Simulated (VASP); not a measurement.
Here is a VASP 6.6.1 calculation.

Contents of INCAR:

```
PREC = Accurate ; ENCUT = 520
EDIFF = 1E-7 ; ISMEAR = 0
SIGMA = 0.05 ; LREAL = F
LASPH = T ; NELM = 80
ALGO = Normal ; ISIF = 2
LWAVE = F ; LCHARG = T
GGA = CA ; LELF = T
LVHAR = T ; NBANDS = 84
```

KPOINTS

```
Automatic mesh
0
Gamma
  4 3 3
```

File POSCAR:

```
Zn12H
1.0
    5.3200000000      0.0000000000      0.0000000000
   -3.9900000000      6.9108830000      0.0000000000
    0.0000000000      0.0000000000      4.9369600000
Zn H
12 1
Direct
   -0.0174322062     -0.0306399341     -0.0305191859
    0.1784353971      0.2090955671      0.5196074102
   -0.0085195977      0.3396162256      0.0571343499
    0.1810994472      0.5436328469      0.5393448600
    0.0178482552      0.6700365207      0.0116298289
    0.1810387128      0.8746759278      0.5068931083
    0.5083542398     -0.0027301866      0.0298941049
    0.6795994662      0.2048225965      0.5247478205
    0.5385933148      0.3481507356     -0.0492481203
    0.6866503991      0.5478757201      0.4905054933
    0.4991836232      0.6587162596      0.0354535990
    0.6747516499      0.8733661097      0.5075230506
    0.1858298875      0.2071401006      1.1158694824
```

Potentials or basis: VASP PAW LDA potentials, release 64 (Zn, H).

The run is started by

```console
$ cat potpaw_LDA.64/Zn/POTCAR potpaw_LDA.64/H/POTCAR > POTCAR
$ mpirun -np 1 vasp_std > vasp.out
```

Problem. Estimate the band gap on the k mesh.

Solution. Zero (an odd number of electrons rules out a gap without spin polarisation).

Problem. Predict the largest force.

Solution. 0.033 eV/Å.

Problem. Predict the pressure.

Solution. -5.3 GPa.

Forces on the atoms (eV/Å):
```
Zn   0.000  0.024 -0.004
Zn  -0.002 -0.020 -0.012
Zn   0.000 -0.025 -0.008
Zn   0.017  0.003  0.003
Zn   0.009 -0.014  0.006
Zn  -0.010  0.021 -0.001
Zn  -0.024  0.023 -0.003
Zn   0.002  0.005  0.007
Zn  -0.002 -0.026  0.014
Zn  -0.012  0.005 -0.011
Zn   0.002 -0.009  0.003
Zn   0.012  0.014  0.006
H    0.008  0.000  0.002
```

Caveat: the k points lie up to 0.42 Å⁻¹ apart, too coarse for converged energies and pressures of a metal.
